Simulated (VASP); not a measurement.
Write the native input for VASP 6.6.1 that does the following.

```yaml
Task: single point
Functional: r2SCAN
Potentials_or_basis: VASP PAW PBE potentials, release 64 (V_sv)
Cutoff: 520 eV
k_mesh: 15 × 15 × 15
Occupations: methfessel-paxton, width 0.6 eV
Spin: no spin polarisation
Dipole_correction: no
Further_INCAR_settings: ALGO = Normal; EDIFF = 1e-06; NBANDS = 12
```

V:

```
CELL_PARAMETERS angstrom
-1.49177 1.49177 1.49177
1.49177 -1.49177 1.49177
1.49177 1.49177 -1.49177
ATOMIC_POSITIONS crystal
V 0.00000 0.00000 0.00000
```

One way to write it, as run:

POSCAR

```
V
1.0
   -1.4917693513      1.4917693513      1.4917693513
    1.4917693513     -1.4917693513      1.4917693513
    1.4917693513      1.4917693513     -1.4917693513
V
1
Direct
    0.0000000000      0.0000000000      0.0000000000
```

INCAR.step1

```
SYSTEM = V
ALGO = Normal
EDIFF = 1E-4
ENCUT = 520
GGA = PE
ISMEAR = 1
LASPH = .TRUE.
LCHARG = .FALSE.
LREAL = .FALSE.
LWAVE = .TRUE.
NBANDS = 12
NELM = 100
PREC = Accurate
SIGMA = 0.6
```

INCAR.step2

```
SYSTEM = V
ALGO = Normal
EDIFF = 1E-6
ENCUT = 520
ISIF = 2
ISMEAR = 1
ISTART = 1
LASPH = .TRUE.
LCHARG = .FALSE.
LMIXTAU = .TRUE.
LREAL = .FALSE.
LWAVE = .FALSE.
METAGGA = R2SCAN
NBANDS = 12
NELM = 100
PREC = Accurate
SIGMA = 0.6
```

KPOINTS

```
k-points
0
G
  15 15 15
  0 0 0
```

Potentials or basis: VASP PAW PBE potentials, release 64 (V_sv).

Launch:

```bash
$ cat potpaw_PBE.64/V_sv/POTCAR > POTCAR
$ cp INCAR.step1 INCAR
$ mpirun -np 1 vasp_std > vasp.out
$ cp INCAR.step2 INCAR
$ mpirun -np 1 vasp_std > vasp.out
```

It gave:

The pressure is 0.5 GPa.

Caveat: the PAW data sets were made with another functional, which shifts forces and pressure a little.

Run time: 42 s on 1 thread of Intel(R) Xeon(R) Platinum 8559C (Emerald Rapids) (shared host), peak memory 0.14 GiB.
